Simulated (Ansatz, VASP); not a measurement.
# CuAu: VASP beside Ansatz

```
CELL_PARAMETERS angstrom
1.44306 0.83315 4.25617
-1.44306 0.83315 4.25617
0.00000 -1.66630 4.25617
ATOMIC_POSITIONS crystal
Au 0.00000 0.00000 0.00000
Cu 0.50000 0.50000 0.50000
```

Alike in both runs: task relaxation of cell and atoms; functional PBE; k mesh 11 × 11 × 11; occupations fermi-dirac, width 0.05 eV; no spin polarisation.

```csv
,VASP,Ansatz
version,VASP 6.6.1,Ansatz 0.2.0
potentials or method,"VASP PAW PBE potentials, release 64 (Au, Cu)",Ansatz PAW
plane-wave cutoff (eV),600,420
valence electrons in the cell,22,38
```

Ansatz gave:

| Item | Value |
| --- | --- |
| gap on the k mesh at the Fermi level, each at its own relaxed structure (eV) | none |
| relaxed volume (Å³/atom) | 15.28 |
| relaxed length of the cell vector where the two differ most in proportion (Å) | 4.664 |

Task: What did VASP give for the same quantities?

Result: gap on the k mesh at the Fermi level, each at its own relaxed structure (eV): none; relaxed volume (Å³/atom): 15.29; relaxed length of the cell vector where the two differ most in proportion (Å): 4.669.

A gap of «none» marks a metal or a gap that the smearing closes. VASP's potentials hold 22 valence electrons a cell and Ansatz's 38, so a difference there can come from the potentials and not from the codes.

Neither program's run includes spin-orbit coupling. Noted on Ansatz's run: the plane-wave basis is chosen anew once the cell has moved, so the energies of steps on either side of that aren't comparable.
